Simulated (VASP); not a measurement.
Cl:

```
CELL_PARAMETERS angstrom
3.14500 -2.25000 0.00000
3.14500 2.25000 0.00000
0.00000 0.00000 8.21000
ATOMIC_POSITIONS crystal
Cl 0.87000 0.13000 0.10000
Cl 0.63000 0.37000 0.60000
Cl 0.37000 0.63000 0.40000
Cl 0.13000 0.87000 0.90000
```

- Program: VASP 6.6.1
- Task: relaxation of cell and atoms
- Functional: r2SCAN
- Potentials or basis: VASP PAW PBE potentials, release 64 (Cl)
- Cutoff: 550 eV
- k mesh: 6 × 6 × 3
- Occupations: fermi-dirac, width 0.02 eV
- Spin: no spin polarisation

At the start: pressure -1.1 GPa; volume 29.05 Å³/atom.

Problem. Where does the relaxation end?

Solution. Over 18 steps the energy falls by 7.5 meV/atom and the volume is 27.76 Å³/atom (-4.4 %); space group Cmce (No. 64, to 0.1 Å) before and after.

The path:
```tsv
step	energy change (eV)	largest force (eV/Å)	pressure (GPa)	volume (Å³)
1	0.0000	0.3809	-1.06	116.19
2	0.0206	0.8963	1.54	112.99
3	-0.0129	0.1012	-0.13	114.93
4	-0.0129	0.1084	-0.11	114.90
5	-0.0153	0.1004	-0.10	114.45
6	-0.0212	0.0755	-0.05	113.11
7	-0.0263	0.0217	0.12	110.44
8	-0.0252	0.1731	-0.33	111.10
9	-0.0265	0.0307	0.00	110.61
10	-0.0271	0.0251	-0.01	110.95
11	-0.0282	0.0134	-0.05	111.96
12	-0.0281	0.0091	-0.15	113.95
13	-0.0285	0.0098	-0.10	112.88
14	-0.0284	0.1139	0.19	112.10
15	-0.0287	0.0473	0.03	112.54
16	-0.0289	0.0430	0.03	112.39
17	-0.0294	0.0295	0.03	111.95
18	-0.0300	0.0040	0.02	111.05
```

Final structure:
```yaml
crystal:
  lattice:
    - [3.22391, -2.11516, 0.00000]
    - [3.22391, 2.11516, 0.00000]
    - [0.00000, 0.00000, 8.14293]
  atoms:
    - { symbol: Cl, position: [0.87769, 0.12231, 0.10500] }
    - { symbol: Cl, position: [0.62231, 0.37769, 0.60500] }
    - { symbol: Cl, position: [0.37769, 0.62231, 0.39500] }
    - { symbol: Cl, position: [0.12231, 0.87769, 0.89500] }
```

Caveat: the PAW data sets were made with another functional, which shifts forces and pressure a little.
